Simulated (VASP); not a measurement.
# GaN in VASP: relaxation of the atoms with PBEsol

Aim: the relaxation of the atoms of GaN with PBEsol.

All numbers are computed with VASP 6.6.1; they aren't measurements. Logs are shortened: lines on timing, memory, paths and dates and some standing lists are left out, and cuts for length are marked.

## 1. The cell of the first run

The cell holds a slab with vacuum, 8 atoms: a = 3.183 Å, b = 5.185 Å, c = 18.675 Å, α = 90.00°, β = 90.00°, γ = 90.00°.

## 2. Relaxation of the atoms, PBEsol

Contents of INCAR:

```
SYSTEM = GaN
PREC     = Accurate       ! precision mode
ENCUT    = 520            ! plane-wave cutoff, eV
EDIFF    = 1E-7           ! SCF threshold, eV
ISMEAR   = 0              ! smearing method
SIGMA    = 0.05           ! smearing width, eV
LREAL    = .False.        ! projectors in reciprocal space
LASPH    = .True.         ! aspherical terms in the spheres
NELM     = 100            ! most SCF steps
ALGO     = Normal         ! electronic algorithm
ISIF     = 2              ! what is computed and relaxed
LWAVE    = .False.        ! write WAVECAR
LCHARG   = .False.        ! write CHGCAR
LDIPOL   = .True.       
IDIPOL   = 3            
DIPOL    = 0.5 0.5 0.500
GGA      = PS             ! functional
IBRION   = 2              ! ionic algorithm
NSW      = 80             ! ionic steps
EDIFFG   = -0.02          ! ionic threshold
KPAR     = 2
```

Contents of KPOINTS:

```
Automatic mesh
0
Gamma
  8 5 1
  0 0 0
```

Contents of POSCAR:

```
GaN
1.0
    3.1825784880      0.0000000000      0.0000000000
    0.0000000000      5.1854260800      0.0000000000
    0.0000000000      0.0000000000     18.6749250935
Ga N
4 4
Direct
    0.0000000000      0.0008058930      0.4016080366
    0.5000000000      0.5008058930      0.4508040183
    0.5000000000      0.0008058930      0.5491959817
    0.0000000000      0.5008058930      0.5983919634
    0.0000000000      0.6241941070      0.4016080366
    0.5000000000      0.1241941070      0.4508040183
    0.5000000000      0.6241941070      0.5491959817
    0.0000000000      0.1241941070      0.5983919634
```

Potentials or basis: VASP PAW PBE potentials, release 64 (Ga_d, N).

The run is started by

```sh
cat potpaw_PBE.64/Ga_d/POTCAR potpaw_PBE.64/N/POTCAR > POTCAR
mpirun -np 2 vasp_std > vasp.out
```

OUTCAR:

```text
SYSTEM = GaN
   PREC = Accurate
   ENCUT = 520
   EDIFF = 1E-7
   ISMEAR = 0
   LREAL = .False.
   LASPH = .True.
   NELM = 100
   ISIF = 2
   GGA = PS
   IBRION = 2
   NSW = 80
   EDIFFG = -0.02

 ion  position               nearest neighbor table
   1  0.000  0.001  0.402-   6 1.95   6 1.95   5 1.95
   2  0.500  0.501  0.451-   7 1.95   5 1.95   5 1.95   6 1.95
   3  0.500  0.001  0.549-   6 1.95   8 1.95   8 1.95   7 1.95
   4  0.000  0.501  0.598-   7 1.95   7 1.95   8 1.95
   5  0.000  0.624  0.402-   2 1.95   2 1.95   1 1.95
   6  0.500  0.124  0.451-   3 1.95   1 1.95   1 1.95   2 1.95
   7  0.500  0.624  0.549-   2 1.95   4 1.95   4 1.95   3 1.95
   8  0.000  0.124  0.598-   3 1.95   3 1.95   4 1.95

  LATTYP: Found a simple orthorhombic cell.
 ALAT       =     3.1825784880
 B/A-ratio  =     1.6293160089
 C/A-ratio  =     5.8678600273

  Lattice vectors:

 A1 = (   3.1825784880,   0.0000000000,   0.0000000000)
 A2 = (   0.0000000000,   5.1854260800,   0.0000000000)
 A3 = (   0.0000000000,   0.0000000000,  18.6749250935)

Analysis of symmetry for initial positions (statically):
=====================================================================
 Subroutine PRICEL returns:
 Original cell was already a primitive cell.

 Routine SETGRP: Setting up the symmetry group for a
 simple orthorhombic supercell.

 Subroutine GETGRP returns: Found  4 space group operations
 (whereof  2 operations were pure point group operations)
 out of a pool of  8 trial point group operations.

The static configuration has the point symmetry C_1h.
 The point group associated with its full space group is C_2v.

Analysis of symmetry for dynamics (positions and initial velocities):
=====================================================================
 Subroutine PRICEL returns:
 Original cell was already a primitive cell.

 Routine SETGRP: Setting up the symmetry group for a
 simple orthorhombic supercell.

 Subroutine GETGRP returns: Found  4 space group operations
 (whereof  2 operations were pure point group operations)
 out of a pool of  8 trial point group operations.

The dynamic configuration has the point symmetry C_1h.
 The point group associated with its full space group is C_2v.

 Subroutine INISYM returns: Found  4 space group operations
 (whereof  2 operations are pure point group operations),
 and found     1 'primitive' translations

----------------------------------------------------------------------------------------

                                     Primitive cell

  volume of cell :     308.1928

  direct lattice vectors                    reciprocal lattice vectors
     3.182578488  0.000000000  0.000000000     0.314210633  0.000000000  0.000000000
     0.000000000  5.185426080  0.000000000     0.000000000  0.192848183  0.000000000
     0.000000000  0.000000000 18.674925094     0.000000000  0.000000000  0.053547738

  length of vectors
     3.182578488  5.185426080 18.674925094     0.314210633  0.192848183  0.053547738

  position of ions in fractional coordinates (direct lattice)
     0.000000000  0.000805893  0.401608037
     0.500000000  0.500805893  0.450804018
     0.500000000  0.000805893  0.549195982
     0.000000000  0.500805893  0.598391963
     0.000000000  0.624194107  0.401608037
     0.500000000  0.124194107  0.450804018
     0.500000000  0.624194107  0.549195982
     0.000000000  0.124194107  0.598391963

  ion indices of the primitive-cell ions
   primitive index   ion index
                 1           1
                 2           2
                 3           3
                 4           4
                 5           5
                 6           6
                 7           7
                 8           8

----------------------------------------------------------------------------------------

 KPOINTS: Automatic mesh

Automatic generation of k-mesh.
 Grid dimensions read from file:
 generate k-points for:    8    5    1

 Generating k-lattice:

  Cartesian coordinates                     Fractional coordinates (reciprocal lattice)
     0.039276329  0.000000000  0.000000000     0.125000000  0.000000000  0.000000000
     0.000000000  0.038569637  0.000000000     0.000000000  0.200000000  0.000000000
     0.000000000  0.000000000  0.053547738     0.000000000  0.000000000  1.000000000

  Length of vectors
     0.039276329  0.038569637  0.053547738

  Shift w.r.t. Gamma in fractional coordinates (k-lattice)
     0.000000000  0.000000000  0.000000000

 Subroutine IBZKPT returns following result:
 ===========================================

 Found     15 irreducible k-points:

 Following reciprocal coordinates:
            Coordinates               Weight
  0.000000  0.000000  0.000000      1.000000
  0.125000  0.000000  0.000000      2.000000
  0.250000  0.000000  0.000000      2.000000
  0.375000  0.000000  0.000000      2.000000
  0.500000  0.000000  0.000000      1.000000
  0.000000  0.200000  0.000000      2.000000
  0.125000  0.200000  0.000000      4.000000
  0.250000  0.200000  0.000000      4.000000
  0.375000  0.200000  0.000000      4.000000
  0.500000  0.200000  0.000000      2.000000
  0.000000  0.400000  0.000000      2.000000
  0.125000  0.400000  0.000000      4.000000
  0.250000  0.400000  0.000000      4.000000
  0.375000  0.400000  0.000000      4.000000
  0.500000  0.400000  0.000000      2.000000
   k-points           NKPTS =     15   k-points in BZ     NKDIM =     15   number of bands    NBANDS=     43
   number of dos      NEDOS =    301   number of ions     NIONS =      8
   total plane-waves  NPLWV = 134400
   dimension x,y,z NGX =    24 NGY =   40 NGZ =  140
   dimension x,y,z NGXF=    48 NGYF=   80 NGZF=  280
   ions per type =               4   4
   NGX,Y,Z   is equivalent  to a cutoff of  12.54, 12.82, 12.46 a.u.
   NGXF,Y,Z  is equivalent  to a cutoff of  25.07, 25.65, 24.93 a.u.
 SYSTEM =  GaN
   PREC   = accura    normal or accurate (medium, high low for compatibility)
   ISTART =      0    job   : 0-new  1-cont  2-samecut
   ICHARG =      2    charge: 1-file 2-atom 10-const
   ISPIN  =      1    spin polarized calculation?
   LNONCOLLINEAR =      F non collinear calculations
   LSORBIT =      F    spin-orbit coupling
   LASPH  =      T    aspherical Exc in radial PAW
   ENCUT  =  520.0 eV  38.22 Ry    6.18 a.u.   5.92  9.64 34.72*2*pi/ulx,y,z
   NELM   =    100;   NELMIN=  2; NELMDL= -5     # of ELM steps
   EDIFF  = 0.1E-06   stopping-criterion for ELM
   LREAL  =      F    real-space projection
   EDIFFG = -.2E-01   stopping-criterion for IOM
   NSW    =     80    number of steps for IOM
   IBRION =      2    ionic relax: 0-MD 1-quasi-New 2-CG
   NFREE  =      1    steps in history (QN), initial steepest desc. (CG)
   ISIF   =      2    stress and relaxation
   ISYM   =      2    0-nonsym 1-usesym 2-fastsym
   POTIM  = 0.5000    time-step for ionic-motion
   TEBEG  =    0.0;   TEEND  =   0.0 temperature during run
   PSTRESS=    0.0 pullay stress
   NELECT =      72.0000    total number of electrons
   NUPDOWN=      -1.0000    fix difference up-down
   EMIN   =  10.00;   EMAX   =-10.00  energy-range for DOS
   EFERMI =   0.00;   METHOD = LEGACY
   ISMEAR =     0;   SIGMA  =   0.05  broadening in eV -4-tet -1-fermi 0-gaus
   EFERMI_NEDOS =   21; number of points for ismear=-14 and -15
   IALGO  =     38    algorithm
   IMIX   =      4    mixing-type and parameters
     AMIX     =   0.40;   BMIX     =  1.00
     AMIX_MAG =   1.60;   BMIX_MAG =  1.00
  volume/ion in A,a.u.               =      38.52       259.97
  Fermi-wavevector in a.u.,A,eV,Ry     =   1.008273  1.905360 13.831882  1.016615
  Thomas-Fermi vector in A             =   2.141130
   LORBIT       =      0    0 simple, 1 ext, 2 COOP (PROOUT), +10 PAW based schemes
   GGA     = PS    functional components
   LHFCALC =     F    Hartree Fock is set to
   AEXX    =    0.0000 exact exchange contribution
   IVDW    =     0    specifies the selected vdW correction
   LEPSILON=     F    determine dielectric tensor
   LRPA    =     F    only Hartree local field effects (RPA)
 conjugate gradient relaxation of ions
 non-spin polarized calculation
 Gauss-broadening in eV      SIGMA  =   0.05
  energy-cutoff  :      520.00
  volume of cell :      308.19
 maximum number of plane-waves:      8328
 NGX is ok and might be reduce to    24
   NGX = 11   NGY = 19   NGZ = 69

--------------------------------------- Ionic step        1  -------------------------------------------

 number of electron      71.9999979 magnetization

 Free energy of the ion-electron system (eV)
  ---------------------------------------------------
  ext. energy  EPLUGINS =         0.00000000
  ---------------------------------------------------
  free energy    TOTEN  =       -47.97963077 eV

  energy without entropy =      -47.97963077  energy(sigma->0) =      -47.97963077

------------------------ aborting loop because EDIFF is reached ----------------------------------------

  FORCE on cell =-STRESS in cart. coord.  units (eV):
  Direction    XX          YY          ZZ          XY          YZ          ZX
  --------------------------------------------------------------------------------------
  -------------------------------------------------------------------------------------
  Total       -1.5736068     -7.1391580     -2.2459527      0.0000000      0.0000000      0.0000000
  in kB       -8.1805848    -37.1137754    -11.6758564      0.0000000      0.0000000      0.0000000
  external PRESSURE =     -18.9900722 kB  Pullay stress =       0.0000000 kB
[... 107 lines left out ...]
  FREE ENERGIE OF THE ION-ELECTRON SYSTEM (eV)
  ---------------------------------------------------
  free  energy   TOTEN  =       -48.9316633227 eV

  energy  without entropy=      -48.9316633227  energy(sigma->0) =      -48.93166332

[... ionic steps 4 to 19 ...]

--------------------------------------- Ionic step       20  -------------------------------------------

 number of electron      71.9999989 magnetization

------------------------ aborting loop because EDIFF is reached ----------------------------------------
[... 37 lines left out ...]
--------------------------------------- Ionic step       21  -------------------------------------------

 number of electron      71.9999989 magnetization

 dipolmoment           0.000000      0.000000     -0.000000 electrons x Angstroem

------------------------ aborting loop because EDIFF is reached ----------------------------------------

  FORCE on cell =-STRESS in cart. coord.  units (eV):
  Direction    XX          YY          ZZ          XY          YZ          ZX
  --------------------------------------------------------------------------------------
  -------------------------------------------------------------------------------------
  Total        3.9538170      3.9375358     -0.0382020      0.0000000      0.0000000      0.0000000
  in kB       20.5543952     20.4697556     -0.1985975      0.0000000      0.0000000      0.0000000
  external PRESSURE =      13.6085178 kB  Pullay stress =       0.0000000 kB
[... 29 lines left out ...]
--------------------------------------- Ionic step       22  -------------------------------------------

 number of electron      71.9999988 magnetization

 dipolmoment           0.000000      0.000000      0.000000 electrons x Angstroem

 Free energy of the ion-electron system (eV)
  ---------------------------------------------------
  ext. energy  EPLUGINS =         0.00000000
  ---------------------------------------------------
  free energy    TOTEN  =       -49.19820821 eV

  energy without entropy =      -49.19820821  energy(sigma->0) =      -49.19820821

 E-fermi :  -2.3338     XC(G=0):  -4.2078

 val. band max:       -2.5765445655   @ k =   0.0000   0.2000   0.0000
 cond. band min:      -0.6455487676   @ k =   0.0000   0.0000   0.0000
 fundamental gap:      1.9309957980
 Fermi energy:        -2.3338192963

 k-point     1 :       0.0000    0.0000    0.0000
  band No.  band energies     occupation
      1     -18.4812      2.00000
      2     -18.0305      2.00000
      3     -17.5106      2.00000
      4     -17.4198      2.00000
      5     -16.1913      2.00000
      6     -16.1769      2.00000
[... 679 lines left out ...]
     42       3.6554      0.00000
     43       4.7650      0.00000

------------------------ aborting loop because EDIFF is reached ----------------------------------------

 vacuum level on the upper side and lower side of the slab       (xc-potential included)        -0.009        -0.009

  FORCE on cell =-STRESS in cart. coord.  units (eV):
  Direction    XX          YY          ZZ          XY          YZ          ZX
  --------------------------------------------------------------------------------------
  -------------------------------------------------------------------------------------
  Total        3.8968597      4.0345143     -0.0836648      0.0000000      0.0000000      0.0000000
  in kB       20.2582962     20.9739102     -0.4349415      0.0000000      0.0000000      0.0000000
  external PRESSURE =      13.5990883 kB  Pullay stress =       0.0000000 kB
[... 23 lines left out ...]
  FREE ENERGIE OF THE ION-ELECTRON SYSTEM (eV)
  ---------------------------------------------------
  free  energy   TOTEN  =       -49.1982082118 eV

  energy  without entropy=      -49.1982082118  energy(sigma->0) =      -49.19820821

 reached required accuracy - stopping structural energy minimisation

 vacuum level on the upper side and lower side of the slab         3.214         3.214
```

It took 42 min on 2 MPI ranks of Intel Xeon Platinum 8259CL at 2.50GHz (Skylake/Cascade Lake), shared host; peak memory 0.47 GiB.

What came out:

| Quantity | Value |
| --- | --- |
| Free energy | -49.1982 eV |
| Energy gained by relaxing | 152.3 meV/atom |
| Ionic steps | 22 |
| Largest force after relaxing | 0.015 eV/Å |
| Band gap on the k mesh | 1.93 eV (least direct gap 1.99 eV) |

Forces in eV/Å, atoms in the order of the input:
```
Ga   0.000  0.007  0.003
Ga   0.000  0.007 -0.011
Ga   0.000  0.007  0.011
Ga   0.000  0.007 -0.003
N    0.000  0.001  0.009
N    0.000 -0.015  0.004
N    0.000 -0.015 -0.004
N    0.000  0.001 -0.009
```

The path:
| step | energy change (eV) | largest force (eV/Å) | pressure (GPa) |
| --- | --- | --- | --- |
| 1 | 0.0000 | 2.5228 | -1.90 |
| 2 | -0.8742 | 1.3192 | -0.60 |
| 3 | -0.9520 | 1.4819 | 0.17 |
| 4 | -1.0956 | 0.6496 | 0.67 |
| 5 | -1.0958 | 0.6296 | 0.65 |
| 6 | -1.1561 | 0.4249 | 1.17 |
| 7 | -1.1615 | 0.4947 | 1.38 |
| 8 | -1.1929 | 0.3313 | 1.70 |
| 9 | -1.1958 | 0.3347 | 1.83 |
| 10 | -1.2095 | 0.1856 | 1.80 |
| 11 | -1.2096 | 0.2003 | 1.79 |
| 12 | -1.2125 | 0.2196 | 1.74 |
| 13 | -1.2130 | 0.1514 | 1.75 |
| 14 | -1.2157 | 0.0962 | 1.62 |
| 15 | -1.2160 | 0.1079 | 1.57 |
| 16 | -1.2176 | 0.0484 | 1.45 |
| 17 | -1.2177 | 0.0597 | 1.42 |
| 18 | -1.2182 | 0.0337 | 1.39 |
| 19 | -1.2183 | 0.0471 | 1.38 |
| 20 | -1.2184 | 0.0486 | 1.35 |
| 21 | -1.2185 | 0.0266 | 1.36 |
| 22 | -1.2186 | 0.0150 | 1.36 |

Final structure:
```
Ga N
1.0
     3.18258    0.00000    0.00000
     0.00000    5.18543    0.00000
     0.00000    0.00000   18.67493
Ga N
4 4
Direct
  0.00000 0.97797 0.41949
  0.50000 0.50373 0.44007
  0.50000 0.00373 0.55993
  0.00000 0.47797 0.58051
  0.00000 0.63297 0.40270
  0.50000 0.13534 0.44917
  0.50000 0.63534 0.55083
  0.00000 0.13297 0.59730
```

Levels at points of the mesh, in eV from the valence-band top:
```tsv
k point	band 32	band 33	band 34	band 35	band 36	band 37	band 38	band 39	band 40	band 41
(0.00, 0.00, 0.00)	-0.84	-0.52	-0.35	-0.19	-0.06	1.93	3.49	5.15	5.17	5.50
(0.50, 0.00, 0.00)	-3.02	-2.51	-0.96	-0.65	-0.39	3.66	4.13	5.72	6.03	6.24
```

Caveat: the PAW data sets were made with another functional, which shifts forces and pressure a little.
